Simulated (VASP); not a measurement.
# GaN: single point with PBE

The system is GaN.

```
CELL_PARAMETERS angstrom
0.00000 2.20397 2.20397
2.20397 0.00000 2.20397
2.20397 2.20397 0.00000
ATOMIC_POSITIONS crystal
Ga 0.00000 0.00000 0.00000
N 0.25000 0.25000 0.25000
```

This cell differs from its parent crystal: strain -2.0%.

```json
{
  "Program": "VASP 6.6.1",
  "Task": "single point",
  "Functional": "PBE",
  "Potentials or basis": "VASP PAW PBE potentials, release 64 (Ga_d, N)",
  "Cutoff": "520 eV",
  "k mesh": "6 × 6 × 6",
  "Occupations": "gaussian, width 0.01 eV",
  "Spin": "no spin polarisation",
  "Dipole correction": "no",
  "Further INCAR settings": "ALGO = Normal; EDIFF = 1e-07; NBANDS = 16"
}
```

```
Pressure               : 19.8 GPa
Band gap on the k mesh : 2.15 eV
```

Levels at points of the mesh, in eV from the valence-band top:
| k point | band 7 | band 8 | band 9 | band 10 | band 11 | band 12 |
| --- | --- | --- | --- | --- | --- | --- |
| (0.00, 0.00, 0.00) | 0.00 | 0.00 | 0.00 | 2.15 | 10.72 | 10.72 |
| (0.50, 0.00, 0.00) | -7.49 | -1.06 | -1.06 | 5.10 | 9.06 | 10.71 |
| (0.50, 0.50, 0.00) | -6.41 | -2.95 | -2.95 | 3.36 | 7.05 | 12.20 |

Wall time 12 s on 1 thread of Intel(R) Xeon(R) Platinum 8375C CPU @ 2.90GHz (Ice Lake), with other jobs on the host, peak memory 0.14 GiB.

Caveat: the cell differs from its parent crystal (strain -2.0%); the cell stands under pressure.
